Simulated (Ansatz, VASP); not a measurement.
Rb in VASP and in Ansatz

Contents of INCAR:

```
SYSTEM = Rb
PREC = Accurate
ENCUT = 520
EDIFF = 1E-6
ISMEAR = 0
SIGMA = 0.1
LREAL = .False.
LASPH = .True.
NELM = 60
ALGO = Normal
ISIF = 2
LWAVE = .False.
LCHARG = .True.
GGA = PE
LELF = .True.
LVHAR = .True.
NBANDS = 16
```

The input KPOINTS:

```
regular mesh
0
Gamma
  3 3 2
  0 0 0
```

POSCAR

```
Rb
1.0
    6.1019327100      0.0000000000      0.0000000000
   -3.0509663500      5.2844287400      0.0000000000
    0.0000000000      0.0000000000      8.8775064300
Rb
2
Direct
    0.6666666700      0.3333333300      0.0086893800
    0.3333333300      0.6666666700      0.9913106200
```

Input for Ansatz:

```yaml
crystal:
  lattice:
    - [6.10193271, 0.0, 0.0]
    - [-3.05096635, 5.28442874, 0.0]
    - [0.0, 0.0, 8.87750643]
  atoms:
    - { symbol: Rb, position: [0.66666667, 0.33333333, 0.00868938] }
    - { symbol: Rb, position: [0.33333333, 0.66666667, 0.99131062] }
basis:
  ecutwfc: 420
kpoints:
  mp_grid: { grid: [3, 3, 2] }
hamiltonian:
  xc: pbe
scf:
  occupations: { method: gaussian, width: 0.1 }
  lower_state_search: "off"
output:
  forces: true
  stress: true
  eigenvalues: true
```

Alike in both runs: task single point; functional PBE; k mesh 3 × 3 × 2; occupations gaussian, width 0.1 eV; no spin polarisation.

```csv
,VASP,Ansatz
version,VASP 6.6.1,Ansatz 0.2.0
potentials or method,"VASP PAW PBE potentials, release 64 (Rb_sv), cutoff 520 eV","scalar-relativistic, plane waves, PAW"
valence electrons in the cell,18,18
```

```csv
,VASP,Ansatz,Ansatz less VASP
gap on the k mesh at the Fermi level (eV),none,none,-
rms of the force components (eV/Å),0.044,0.044,-0.0003
```

Atom by atom the forces differ by 0.000 eV/Å (rms over components). A gap of «none» marks a metal or a gap that the smearing closes. The functional is the same, so the differences come from potentials, cutoffs and numerics.

The k mesh is coarse, so the values compare programs but aren't converged.
